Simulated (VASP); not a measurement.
# Na16F (a cell with a defect) in VASP: relaxation of the atoms with PBE

Aim: the relaxation of the atoms of Na16F (a cell with a defect) with PBE.

All numbers are computed with VASP 6.6.1; they aren't measurements. Logs are shortened: lines on timing, memory, paths and dates and some standing lists are left out, and cuts for length are marked.

## 1. The cell of the first run

The cell holds a defect, 17 atoms: a = 8.460 Å, b = 8.460 Å, c = 8.460 Å, α = 90.00°, β = 90.00°, γ = 90.00°.

## 2. Relaxation of the atoms, PBE

The input, INCAR:

```
PREC = Accurate
ENCUT = 520
EDIFF = 1E-7
ISMEAR = -1
SIGMA = 0.15
LREAL = Auto
LASPH = T
NELM = 100
ALGO = Normal
ISIF = 2
LWAVE = F
LCHARG = F
GGA = PE
IBRION = 2
NSW = 45
EDIFFG = -0.08
```

The input, KPOINTS:

```
Automatic mesh
0
Gamma
  2 2 2
```

The input, POSCAR:

```
Na16F
1.0
    8.4600000000      0.0000000000      0.0000000000
    0.0000000000      8.4600000000      0.0000000000
    0.0000000000      0.0000000000      8.4600000000
Na F
16 1
Direct
    0.0000000000      0.0000000000      0.0000000000
    0.5000000000      0.0000000000      0.0000000000
    0.0000000000      0.5000000000      0.0000000000
    0.0000000000      0.0000000000      0.5000000000
    0.2500000000      0.2500000000      0.2500000000
    0.5000000000      0.5000000000      0.0000000000
    0.5000000000      0.0000000000      0.5000000000
    0.7500000000      0.2500000000      0.2500000000
    0.0000000000      0.5000000000      0.5000000000
    0.2500000000      0.7500000000      0.2500000000
    0.2500000000      0.2500000000      0.7500000000
    0.5000000000      0.5000000000      0.5000000000
    0.7500000000      0.7500000000      0.2500000000
    0.7500000000      0.2500000000      0.7500000000
    0.2500000000      0.7500000000      0.7500000000
    0.7500000000      0.7500000000      0.7500000000
    0.8771985000      0.0060402000      0.7518240000
```

Potentials or basis: VASP PAW PBE potentials, release 64 (Na_pv, F).

Run with:

```bash
cat potpaw_PBE.64/Na_pv/POTCAR potpaw_PBE.64/F/POTCAR > POTCAR
mpirun -np 1 vasp_std > vasp.out
```

OUTCAR:

```text
PREC = Accurate
   ENCUT = 520
   EDIFF = 1E-7
   ISMEAR = -1
   LREAL = Auto
   LASPH = T
   NELM = 100
   ISIF = 2
   GGA = PE
   IBRION = 2
   NSW = 45
   EDIFFG = -0.08

 ion  position               nearest neighbor table
   1  0.000  0.000  0.000-  17 2.34
   2  0.500  0.000  0.000-
   3  0.000  0.500  0.000-
   4  0.000  0.000  0.500-
   5  0.250  0.250  0.250-
   6  0.500  0.500  0.000-
   7  0.500  0.000  0.500-
   8  0.750  0.250  0.250-
   9  0.000  0.500  0.500-
  10  0.250  0.750  0.250-
  11  0.250  0.250  0.750-
  12  0.500  0.500  0.500-
  13  0.750  0.750  0.250-
  14  0.750  0.250  0.750-  17 2.33
  15  0.250  0.750  0.750-
  16  0.750  0.750  0.750-
  17  0.877  0.006  0.752-  14 2.33   1 2.34

  LATTYP: Found a simple cubic cell.
 ALAT       =     8.4600000000

  Lattice vectors:

 A1 = (   8.4600000000,   0.0000000000,   0.0000000000)
 A2 = (   0.0000000000,   8.4600000000,   0.0000000000)
 A3 = (   0.0000000000,   0.0000000000,   8.4600000000)

Analysis of symmetry for initial positions (statically):
=====================================================================
 Subroutine PRICEL returns:
 Original cell was already a primitive cell.

 Routine SETGRP: Setting up the symmetry group for a
 simple cubic supercell.

 Subroutine GETGRP returns: Found  1 space group operations
 (whereof  1 operations were pure point group operations)
 out of a pool of 48 trial point group operations.

The static configuration has the point symmetry C_1 .

Analysis of symmetry for dynamics (positions and initial velocities):
=====================================================================
 Subroutine PRICEL returns:
 Original cell was already a primitive cell.

 Routine SETGRP: Setting up the symmetry group for a
 simple cubic supercell.

 Subroutine GETGRP returns: Found  1 space group operations
 (whereof  1 operations were pure point group operations)
 out of a pool of 48 trial point group operations.

The dynamic configuration has the point symmetry C_1 .

 Subroutine INISYM returns: Found  1 space group operations
 (whereof  1 operations are pure point group operations),
 and found     1 'primitive' translations

----------------------------------------------------------------------------------------

                                     Primitive cell

  volume of cell :     605.4957

  direct lattice vectors                    reciprocal lattice vectors
     8.460000000  0.000000000  0.000000000     0.118203310  0.000000000  0.000000000
     0.000000000  8.460000000  0.000000000     0.000000000  0.118203310  0.000000000
     0.000000000  0.000000000  8.460000000     0.000000000  0.000000000  0.118203310

  length of vectors
     8.460000000  8.460000000  8.460000000     0.118203310  0.118203310  0.118203310

  position of ions in fractional coordinates (direct lattice)
     0.000000000  0.000000000  0.000000000
     0.500000000  0.000000000  0.000000000
     0.000000000  0.500000000  0.000000000
     0.000000000  0.000000000  0.500000000
     0.250000000  0.250000000  0.250000000
     0.500000000  0.500000000  0.000000000
[... 9 lines left out ...]
     0.750000000  0.750000000  0.750000000
     0.877198500  0.006040200  0.751824000

  ion indices of the primitive-cell ions
   primitive index   ion index
                 1           1
                 2           2
                 3           3
                 4           4
                 5           5
                 6           6
[... 9 lines left out ...]
                16          16
                17          17

----------------------------------------------------------------------------------------

 KPOINTS: Automatic mesh

Automatic generation of k-mesh.
 Grid dimensions read from file:
 generate k-points for:    2    2    2

 Generating k-lattice:

  Cartesian coordinates                     Fractional coordinates (reciprocal lattice)
     0.059101655  0.000000000  0.000000000     0.500000000  0.000000000  0.000000000
     0.000000000  0.059101655  0.000000000     0.000000000  0.500000000  0.000000000
     0.000000000  0.000000000  0.059101655     0.000000000  0.000000000  0.500000000

  Length of vectors
     0.059101655  0.059101655  0.059101655

  Shift w.r.t. Gamma in fractional coordinates (k-lattice)
     0.000000000  0.000000000  0.000000000

 Subroutine IBZKPT returns following result:
 ===========================================

 Found      8 irreducible k-points:

 Following reciprocal coordinates:
            Coordinates               Weight
  0.000000  0.000000  0.000000      1.000000
  0.500000  0.000000  0.000000      1.000000
  0.000000  0.500000  0.000000      1.000000
  0.000000  0.000000  0.500000      1.000000
  0.500000  0.500000  0.000000      1.000000
  0.000000  0.500000  0.500000      1.000000
  0.500000  0.000000  0.500000      1.000000
  0.500000  0.500000  0.500000      1.000000
   k-points           NKPTS =      8   k-points in BZ     NKDIM =      8   number of bands    NBANDS=     71
   number of dos      NEDOS =    301   number of ions     NIONS =     17
   total plane-waves  NPLWV = 262144
   dimension x,y,z NGX =    64 NGY =   64 NGZ =   64
   dimension x,y,z NGXF=   128 NGYF=  128 NGZF=  128
   ions per type =              16   1
   NGX,Y,Z   is equivalent  to a cutoff of  12.58, 12.58, 12.58 a.u.
   NGXF,Y,Z  is equivalent  to a cutoff of  25.15, 25.15, 25.15 a.u.
 SYSTEM =  unknown system
   PREC   = accura    normal or accurate (medium, high low for compatibility)
   ISTART =      0    job   : 0-new  1-cont  2-samecut
   ICHARG =      2    charge: 1-file 2-atom 10-const
   ISPIN  =      1    spin polarized calculation?
   LNONCOLLINEAR =      F non collinear calculations
   LSORBIT =      F    spin-orbit coupling
   LASPH  =      T    aspherical Exc in radial PAW
   ENCUT  =  520.0 eV  38.22 Ry    6.18 a.u.  15.73 15.73 15.73*2*pi/ulx,y,z
   NELM   =    100;   NELMIN=  2; NELMDL= -5     # of ELM steps
   EDIFF  = 0.1E-06   stopping-criterion for ELM
   LREAL  =      T    real-space projection
   EDIFFG = -.8E-01   stopping-criterion for IOM
   NSW    =     45    number of steps for IOM
   IBRION =      2    ionic relax: 0-MD 1-quasi-New 2-CG
   NFREE  =      1    steps in history (QN), initial steepest desc. (CG)
   ISIF   =      2    stress and relaxation
   ISYM   =      2    0-nonsym 1-usesym 2-fastsym
   POTIM  = 0.5000    time-step for ionic-motion
   TEBEG  =    0.0;   TEEND  =   0.0 temperature during run
   PSTRESS=    0.0 pullay stress
   NELECT =     119.0000    total number of electrons
   NUPDOWN=      -1.0000    fix difference up-down
   EMIN   =  10.00;   EMAX   =-10.00  energy-range for DOS
   EFERMI =   0.00;   METHOD = LEGACY
   ISMEAR =    -1;   SIGMA  =   0.15  broadening in eV -4-tet -1-fermi 0-gaus
   EFERMI_NEDOS =   21; number of points for ismear=-14 and -15
   IALGO  =     38    algorithm
   IMIX   =      4    mixing-type and parameters
     AMIX     =   0.40;   BMIX     =  1.00
     AMIX_MAG =   1.60;   BMIX_MAG =  1.00
  volume/ion in A,a.u.               =      35.62       240.36
  Fermi-wavevector in a.u.,A,eV,Ry     =   0.951817  1.798673 12.326274  0.905956
  Thomas-Fermi vector in A             =   2.080322
   LORBIT       =      0    0 simple, 1 ext, 2 COOP (PROOUT), +10 PAW based schemes
   GGA     = PE    functional components
   LHFCALC =     F    Hartree Fock is set to
   AEXX    =    0.0000 exact exchange contribution
   IVDW    =     0    specifies the selected vdW correction
   LEPSILON=     F    determine dielectric tensor
   LRPA    =     F    only Hartree local field effects (RPA)
 conjugate gradient relaxation of ions
 non-spin polarized calculation
  energy-cutoff  :      520.00
  volume of cell :      605.50
 maximum number of plane-waves:     16384
 NGX is ok and might be reduce to    64
   NGX = 31   NGY = 31   NGZ = 31

--------------------------------------- Ionic step        1  -------------------------------------------

 number of electron     118.9999964 magnetization

 Free energy of the ion-electron system (eV)
  ---------------------------------------------------
  ext. energy  EPLUGINS =         0.00000000
  ---------------------------------------------------
  free energy    TOTEN  =       -27.57042719 eV

  energy without entropy =      -26.80908898  energy(sigma->0) =      -27.18975808

------------------------ aborting loop because EDIFF is reached ----------------------------------------

  FORCE on cell =-STRESS in cart. coord.  units (eV):
  Direction    XX          YY          ZZ          XY          YZ          ZX
  --------------------------------------------------------------------------------------
  -------------------------------------------------------------------------------------
  Total       -0.5995588     -1.0036135     -0.9814277     -0.0522516     -0.0014917      0.0189189
  in kB       -1.5864679     -2.6556204     -2.5969153     -0.1382609     -0.0039472      0.0500606
  external PRESSURE =      -2.2796679 kB  Pullay stress =       0.0000000 kB

 VOLUME and BASIS-vectors are now :
 -----------------------------------------------------------------------------
  energy-cutoff  :      520.00
  volume of cell :      605.50
      direct lattice vectors                 reciprocal lattice vectors
     8.460000000  0.000000000  0.000000000     0.118203310  0.000000000  0.000000000
     0.000000000  8.460000000  0.000000000     0.000000000  0.118203310  0.000000000
     0.000000000  0.000000000  8.460000000     0.000000000  0.000000000  0.118203310
[... 171 lines left out ...]
      6.41482      6.47341      6.34599        -0.036671     -0.054117      0.000751
      7.41751      0.01673      6.34942        -0.020116     -0.013169      0.000786
 -----------------------------------------------------------------------------------
    total drift:                               -0.001027     -0.002722     -0.000319

  FREE ENERGIE OF THE ION-ELECTRON SYSTEM (eV)
  ---------------------------------------------------
  free  energy   TOTEN  =       -27.6446179691 eV

  energy  without entropy=      -26.8754525950  energy(sigma->0) =      -27.26003528

--------------------------------------- Ionic step        5  -------------------------------------------

 number of electron     118.9999984 magnetization

 Free energy of the ion-electron system (eV)
  ---------------------------------------------------
  ext. energy  EPLUGINS =         0.00000000
  ---------------------------------------------------
  free energy    TOTEN  =       -27.64631066 eV

  energy without entropy =      -26.87825509  energy(sigma->0) =      -27.26228288

 E-fermi :   0.2175     XC(G=0):  -6.5038

 val. band max:       -0.0437255883   @ k =   0.0000   0.5000   0.0000
 cond. band min:       0.2671439737   @ k =   0.5000   0.5000   0.0000
 fundamental gap:      0.3108695620
 Fermi energy:         0.2175309218

 k-point     1 :       0.0000    0.0000    0.0000
  band No.  band energies     occupation
      1     -24.6900      2.00000
      2     -24.6642      2.00000
      3     -24.6607      2.00000
      4     -24.6588      2.00000
      5     -24.6573      2.00000
      6     -24.6544      2.00000
[... 607 lines left out ...]
      0.00964      4.23197      0.01273         0.009998      0.001840      0.008279
      8.40472      0.00282      4.33255         0.013692      0.002408     -0.016351
      2.11756      2.12253      2.11511        -0.022188     -0.006954      0.000613
      4.22769      4.23045      0.00732         0.022564      0.001831     -0.008063
[... 9 lines left out ...]
      6.40513      6.45557      6.34585        -0.002526      0.006610      0.000838
      7.41801      0.02151      6.35095        -0.016702     -0.029317     -0.005723
 -----------------------------------------------------------------------------------
    total drift:                                0.001501     -0.001016      0.000095

  FREE ENERGIE OF THE ION-ELECTRON SYSTEM (eV)
  ---------------------------------------------------
  free  energy   TOTEN  =       -27.6463106616 eV

  energy  without entropy=      -26.8782550897  energy(sigma->0) =      -27.26228288

 reached required accuracy - stopping structural energy minimisation
```

Wall time 14 min (1 thread of AMD EPYC 9R45 (Zen 5), shared host); peak memory 0.64 GiB.

Results:

| Quantity | Value |
| --- | --- |
| Free energy | -27.6463 eV |
| Energy gained by relaxing | 4.5 meV/atom |
| Ionic steps | 5 |
| Pressure after relaxing | -0.1 GPa |
| Largest force after relaxing | 0.072 eV/Å |

Forces in eV/Å, atoms in the order of the input:
```
Na   0.014  0.002  0.016
Na  -0.061  0.001  0.038
Na   0.010  0.002  0.008
Na   0.014  0.002 -0.016
Na  -0.022 -0.007  0.001
Na   0.023  0.002 -0.008
Na  -0.061  0.001 -0.037
Na  -0.010  0.008  0.001
Na   0.010  0.002 -0.008
Na  -0.023  0.009  0.001
Na   0.061  0.038  0.000
Na   0.023  0.002  0.009
Na  -0.010 -0.007  0.001
Na  -0.008  0.004  0.001
Na   0.061 -0.037  0.000
Na  -0.003  0.007  0.001
F   -0.017 -0.029 -0.006
```

Step by step:
```tsv
step	energy change (eV)	largest force (eV/Å)	pressure (GPa)
1	0.0000	0.3030	-0.23
2	-0.0152	0.2780	-0.21
3	-0.0516	0.1892	-0.16
4	-0.0742	0.0867	-0.02
5	-0.0759	0.0720	-0.06
```

Final structure:
```
Na F
1.0
     8.46000    0.00000    0.00000
     0.00000    8.46000    0.00000
     0.00000    0.00000    8.46000
Na F
16 1
Direct
  0.99382 0.00032 0.98875
  0.49740 0.99994 0.00155
  0.00114 0.50023 0.00151
  0.99347 0.00033 0.51212
  0.25030 0.25089 0.25001
  0.49973 0.50005 0.00087
  0.49736 0.99994 0.49839
  0.74883 0.25151 0.25007
  0.00113 0.50023 0.49850
  0.25027 0.74917 0.25001
  0.25247 0.25142 0.74998
  0.49974 0.50005 0.49914
  0.74886 0.74854 0.25006
  0.75613 0.23943 0.75009
  0.25262 0.74838 0.74998
  0.75711 0.76307 0.75010
  0.87683 0.00254 0.75070
```

Caveat: the k points lie up to 0.37 Å⁻¹ apart; an odd number of electrons without spin polarisation forces a metal; a magnetic or distorted state may lie lower; the relaxation stopped at a loose force limit of 0.08 eV/Å, so its end isn't a converged minimum.
